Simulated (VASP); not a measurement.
# TiSi63 (a cell with a defect) in VASP: a series of runs, part 3 of 3

VASP 6.6.1.

**5. Relaxation of the atoms, PBE, collinear spin**

Contents of INCAR:

```
SYSTEM = TiSi63
PREC = Accurate
ENCUT = 520
EDIFF = 1E-7
ISMEAR = 0
SIGMA = 0.05
LREAL = Auto
LASPH = .TRUE.
NELM = 150
ALGO = Normal
ISIF = 2
LWAVE = .FALSE.
LCHARG = .FALSE.
ISPIN = 2
MAGMOM = 0.5 0 0 0 0 0 0 0 0 0 0 0 0 0 0 0 0 0 0 0 0.5 0 0 0 0 0 0 0.5 0 0 0 0 0.5 0 0 0 0 0 0 0 0 0 0 0 0 0 0 0 0 0 0 0 0 0 0.5 0 0 0 0 0 0 0 0 0
LORBIT = 11
LMAXMIX = 4
GGA = PE
IBRION = 2
NSW = 50
EDIFFG = -0.05
LUSENCCL = .FALSE.
```

Contents of KPOINTS:

```
regular mesh
0
G
  1 1 1
  0 0 0
```

Contents of POSCAR:

```
TiSi63
1.0
    6.6508880000      6.6508890000      3.8447710000
   -9.9763330000      3.3254440000      1.9223860000
    3.3254440000     -9.9763330000      9.6119280000
Ti Si
1 63
Direct
    0.1325356762      0.9548726833      0.9525995941
    0.3841010000      0.7053000000      0.7053000000
    0.1341010000      0.7053000000      0.2053000000
    0.6341010000      0.4553000000      0.4553000000
    0.8841010000      0.2053000000      0.2053000000
    0.3841010000      0.4553000000      0.9553000000
    0.6341010000      0.2053000000      0.7053000000
    0.1341010000      0.4553000000      0.4553000000
    0.3841010000      0.2053000000      0.2053000000
    0.1341010000      0.2053000000      0.7053000000
    0.8841010000      0.9553000000      0.4553000000
    0.6341010000      0.9553000000      0.9553000000
    0.8841010000      0.7053000000      0.7053000000
    0.3841010000      0.9553000000      0.4553000000
    0.6341010000      0.7053000000      0.2053000000
    0.8841010000      0.4553000000      0.9553000000
    0.1158990000      0.5447000000      0.0447000000
    0.3658990000      0.2947000000      0.7947000000
    0.6158990000      0.0447000000      0.5447000000
    0.1158990000      0.2947000000      0.2947000000
    0.3695046459      0.0477353183      0.0433312834
    0.1158990000      0.0447000000      0.5447000000
    0.8658990000      0.7947000000      0.2947000000
    0.6158990000      0.7947000000      0.7947000000
    0.8658990000      0.5447000000      0.5447000000
    0.3658990000      0.7947000000      0.2947000000
    0.6158990000      0.5447000000      0.0447000000
    0.1194363851      0.7912882365      0.7920866268
    0.3658990000      0.5447000000      0.5447000000
    0.8658990000      0.2947000000      0.7947000000
    0.6158990000      0.2947000000      0.2947000000
    0.8658990000      0.0447000000      0.0447000000
    0.0430890408      0.1368318476      0.9574606073
    0.2947000000      0.8841010000      0.7053000000
    0.5447000000      0.6341010000      0.4553000000
    0.0447000000      0.8841010000      0.2053000000
    0.2947000000      0.6341010000      0.9553000000
    0.0447000000      0.6341010000      0.4553000000
    0.7947000000      0.3841010000      0.2053000000
    0.5447000000      0.3841010000      0.7053000000
    0.7947000000      0.1341010000      0.4553000000
    0.2947000000      0.3841010000      0.2053000000
    0.5447000000      0.1341010000      0.9553000000
    0.0447000000      0.3841010000      0.7053000000
    0.2947000000      0.1341010000      0.4553000000
    0.7947000000      0.8841010000      0.7053000000
    0.5447000000      0.8841010000      0.2053000000
    0.7947000000      0.6341010000      0.9553000000
    0.2053000000      0.6158990000      0.7947000000
    0.4553000000      0.3658990000      0.5447000000
    0.7053000000      0.1158990000      0.2947000000
    0.2053000000      0.3658990000      0.0447000000
    0.4553000000      0.1158990000      0.7947000000
    0.2053000000      0.1158990000      0.2947000000
    0.9566080853      0.8674931247      0.0441087103
    0.7053000000      0.8658990000      0.5447000000
    0.9553000000      0.6158990000      0.2947000000
    0.4553000000      0.8658990000      0.0447000000
    0.7053000000      0.6158990000      0.7947000000
    0.2053000000      0.8658990000      0.5447000000
    0.4553000000      0.6158990000      0.2947000000
    0.9553000000      0.3658990000      0.5447000000
    0.7053000000      0.3658990000      0.0447000000
    0.9553000000      0.1158990000      0.7947000000
```

Command:

```sh
> cat potpaw_PBE.64/Ti_sv/POTCAR potpaw_PBE.64/Si/POTCAR > POTCAR
> mpirun -np 1 vasp_gam > vasp.out
```

It took 26 min on 1 × NVIDIA H100 80GB with 1 thread of AMD EPYC 7R13 (Zen 3), shared host; peak memory 2.1 GiB.

The run converged. Its results:

```
Free energy                                           : -340.1678 eV
Energy gained by relaxing                             : 7.6 meV/atom
Ionic steps                                           : 14
Pressure after relaxing                               : 1.8 GPa
Largest force after relaxing                          : 0.041 eV/Å
Band gap on the k mesh                                : 0.96 eV
Net moment                                            : 0.00 μB per cell
Valence electrons inside the program's atomic spheres : Ti 10.26; Si 1.68, 1.69, 1.67, 1.74, 1.72 (each value once)
```

Forces in eV/Å, atoms in the order of the input:
```
Ti  -0.020 -0.018  0.010
Si  -0.016 -0.023  0.010
Si   0.005  0.026 -0.008
Si  -0.002 -0.010  0.014
Si  -0.005 -0.006  0.006
Si   0.021  0.010  0.010
Si  -0.006  0.017  0.010
Si  -0.018 -0.010 -0.006
Si   0.003  0.009  0.001
Si  -0.012  0.006  0.000
Si   0.015 -0.006 -0.012
Si   0.011  0.016 -0.032
Si  -0.023 -0.027  0.020
Si   0.000 -0.013  0.012
Si   0.014 -0.018 -0.021
Si  -0.009  0.008 -0.023
Si  -0.016 -0.019 -0.020
Si  -0.019 -0.007  0.013
Si   0.006  0.002  0.004
Si   0.009  0.008 -0.009
Si   0.027  0.027 -0.009
Si  -0.006 -0.004  0.011
Si   0.008  0.001 -0.010
Si  -0.010 -0.008  0.001
Si   0.013  0.015 -0.008
Si   0.006  0.002 -0.009
Si  -0.002  0.006 -0.001
Si   0.018  0.011  0.006
Si   0.009  0.005  0.014
Si   0.002 -0.004  0.010
Si   0.013  0.007 -0.013
Si  -0.006 -0.003  0.004
Si  -0.020  0.008 -0.010
Si  -0.006  0.003  0.021
Si   0.016 -0.002 -0.015
Si   0.012  0.001 -0.003
Si   0.022 -0.010  0.008
Si  -0.003 -0.006  0.007
Si  -0.006  0.017  0.000
Si  -0.008 -0.018 -0.006
Si   0.011  0.004 -0.008
Si  -0.016  0.020 -0.018
Si   0.017  0.026 -0.002
Si  -0.016 -0.013  0.011
Si  -0.009 -0.008 -0.001
Si  -0.012 -0.029 -0.022
Si   0.001  0.009 -0.002
Si   0.004  0.002  0.020
Si   0.005 -0.005  0.017
Si   0.009  0.001  0.008
Si   0.003  0.010 -0.002
Si  -0.010  0.004 -0.006
Si  -0.010  0.024  0.006
Si   0.015 -0.013  0.003
Si  -0.014  0.006 -0.010
Si   0.004 -0.009  0.005
Si   0.011  0.011 -0.018
Si   0.018  0.005  0.004
Si  -0.014 -0.024 -0.018
Si  -0.028 -0.012 -0.001
Si   0.000 -0.006  0.007
Si  -0.006  0.006  0.014
Si   0.012  0.000  0.000
Si   0.007 -0.006  0.035
```

Stress tensor (GPa, compression positive):
```
 1.23 -0.66 -0.50
-0.66  1.67 -0.51
-0.50 -0.51  2.61
```

The path:
```csv
step,energy change (eV),largest force (eV/Å),pressure (GPa)
1,0.0000,1.7919,2.02
2,-0.3254,0.5355,1.91
3,-0.3372,0.4267,1.90
4,-0.4031,0.1917,1.90
5,-0.4093,0.2245,1.90
6,-0.4321,0.1849,1.88
7,-0.4373,0.1570,1.86
8,-0.4550,0.1077,1.87
9,-0.4588,0.1344,1.88
10,-0.4732,0.0825,1.86
11,-0.4761,0.0930,1.85
12,-0.4849,0.0612,1.85
13,-0.4854,0.0618,1.85
14,-0.4891,0.0407,1.84
```

Final structure:
```cif
data_structure
_symmetry_space_group_name_H-M 'P 1'
_symmetry_Int_Tables_number 1
_cell_length_a 10.1612
_cell_length_b 10.6902
_cell_length_c 14.2469
_cell_angle_alpha 108.320
_cell_angle_beta 92.882
_cell_angle_gamma 109.827
_cell_volume 1360.57
loop_
_atom_site_label
_atom_site_type_symbol
_atom_site_fract_x
_atom_site_fract_y
_atom_site_fract_z
_atom_site_occupancy
Ti1 Ti 0.13280 0.96589 0.96088 1
Si1 Si 0.38369 0.70431 0.70424 1
Si2 Si 0.13321 0.70856 0.20599 1
Si3 Si 0.63262 0.45481 0.45511 1
Si4 Si 0.88633 0.20149 0.20201 1
Si5 Si 0.37975 0.45238 0.95487 1
Si6 Si 0.63039 0.20524 0.70358 1
Si7 Si 0.13290 0.45426 0.45431 1
Si8 Si 0.38656 0.20633 0.20571 1
Si9 Si 0.13249 0.20218 0.70484 1
Si10 Si 0.88243 0.95417 0.45685 1
Si11 Si 0.63954 0.95410 0.95516 1
Si12 Si 0.88057 0.70294 0.70311 1
Si13 Si 0.38428 0.95583 0.45339 1
Si14 Si 0.63456 0.70268 0.20520 1
Si15 Si 0.88678 0.45743 0.95447 1
Si16 Si 0.12012 0.55447 0.04635 1
Si17 Si 0.36478 0.29197 0.79658 1
Si18 Si 0.61620 0.04671 0.54471 1
Si19 Si 0.11750 0.29619 0.29539 1
Si20 Si 0.38200 0.05018 0.04966 1
Si21 Si 0.11646 0.04389 0.54516 1
Si22 Si 0.86536 0.79357 0.29874 1
Si23 Si 0.61617 0.79448 0.79520 1
Si24 Si 0.86532 0.54393 0.54427 1
Si25 Si 0.36711 0.79631 0.29450 1
Si26 Si 0.61169 0.53956 0.04548 1
Si27 Si 0.11444 0.79118 0.79049 1
Si28 Si 0.36516 0.54498 0.54450 1
Si29 Si 0.86391 0.29942 0.79274 1
Si30 Si 0.62060 0.29646 0.29653 1
Si31 Si 0.87313 0.04125 0.04219 1
Si32 Si 0.03970 0.14947 0.95341 1
Si33 Si 0.29513 0.88234 0.70282 1
Si34 Si 0.54416 0.63454 0.45517 1
Si35 Si 0.04171 0.88630 0.20954 1
Si36 Si 0.29704 0.63565 0.95380 1
Si37 Si 0.04469 0.63350 0.45478 1
Si38 Si 0.79734 0.38176 0.20418 1
Si39 Si 0.54033 0.38344 0.70517 1
Si40 Si 0.79519 0.13365 0.45449 1
Si41 Si 0.29522 0.38427 0.20539 1
Si42 Si 0.55278 0.13414 0.95503 1
Si43 Si 0.04559 0.38252 0.70361 1
Si44 Si 0.29376 0.13406 0.45470 1
Si45 Si 0.79325 0.88380 0.70513 1
Si46 Si 0.54718 0.88282 0.20511 1
Si47 Si 0.78690 0.62878 0.95418 1
Si48 Si 0.20476 0.61422 0.79307 1
Si49 Si 0.45348 0.36577 0.54476 1
Si50 Si 0.70828 0.11486 0.29360 1
Si51 Si 0.20294 0.37327 0.04816 1
Si52 Si 0.45546 0.11352 0.79534 1
Si53 Si 0.20592 0.11725 0.29465 1
Si54 Si 0.94561 0.85529 0.04879 1
Si55 Si 0.70294 0.86646 0.54585 1
Si56 Si 0.95584 0.61453 0.29480 1
Si57 Si 0.46206 0.86546 0.04458 1
Si58 Si 0.70353 0.61416 0.79397 1
Si59 Si 0.20654 0.86504 0.54312 1
Si60 Si 0.45506 0.61631 0.29492 1
Si61 Si 0.95542 0.36513 0.54412 1
Si62 Si 0.70980 0.36608 0.04431 1
Si63 Si 0.94883 0.11801 0.79212 1
```

Levels at points of the mesh, in eV from the valence-band top:
Spin up:
```tsv
k point	band 129	band 130	band 131	band 132	band 133	band 134	band 135	band 136
(0.00, 0.00, 0.00)	-0.22	-0.10	-0.09	0.00	0.96	1.01	1.21	1.27
```
Spin down:
```
           k point  band 128  band 129  band 130  band 131  band 132  band 133  band 134  band 135  band 136  band 137
(0.00, 0.00, 0.00)     -0.29     -0.22     -0.10     -0.09      0.00      0.96      1.01      1.21      1.27      1.32
```

Caveat: the k points lie up to 0.67 Å⁻¹ apart; the relaxation stopped at a loose force limit of 0.05 eV/Å, so its end isn't a converged minimum.
